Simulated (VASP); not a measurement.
Runs of VASP 6.6.1 on MoS2. The structure is that of space group P-6m2 (No. 187), or close to it. The cells are those of the table. 

```csv
cell,gap on the mesh (eV),pressure (GPa),largest force (eV/Å)
"a = 3.150, b = 3.150, c = 7.229 Å, angles 90.0, 90.0, 120.0°, 3 atoms",1.17,-10.4,2.10
"a = 3.150, b = 3.150, c = 5.983 Å, angles 90.0, 90.0, 120.0°, 3 atoms",none,20.1,3.28
"a = 3.150, b = 3.150, c = 7.146 Å, angles 90.0, 90.0, 120.0°, 3 atoms",1.23,-9.3,1.85
"a = 3.150, b = 3.150, c = 6.814 Å, angles 90.0, 90.0, 120.0°, 3 atoms",1.32,-3.7,0.69
"a = 3.150, b = 3.150, c = 6.481 Å, angles 90.0, 90.0, 120.0°, 3 atoms",1.02,(a),0.73
"a = 3.150, b = 3.150, c = 6.149 Å, angles 90.0, 90.0, 120.0°, 3 atoms",0.22,(b),2.40
"a = 3.150, b = 3.150, c = 6.315 Å, angles 90.0, 90.0, 120.0°, 3 atoms",0.64,8.6,1.53
"a = 3.150, b = 3.150, c = 6.980 Å, angles 90.0, 90.0, 120.0°, 3 atoms",1.34,-6.7,1.30
```

Alike in all rows: task single point; level PBE+D3(BJ); potentials or basis VASP PAW PBE potentials, release 64 (Mo_sv, S); no spin polarisation; k mesh 12 × 12 × 4; cutoff (eV) 520; smearing gaussian 0.05 eV.

Problem. Estimate the missing entries.

Solution. (a) 3.9; (b) 14.0.

Caveats: forces of over 1 eV/Å act on the atoms, so gaps and moduli don't describe the material at rest (some runs).

A k mesh can miss the band edges, and the runs leave out spin-orbit coupling on Mo.

A gap of «none» marks levels without a gap at the run's occupations.
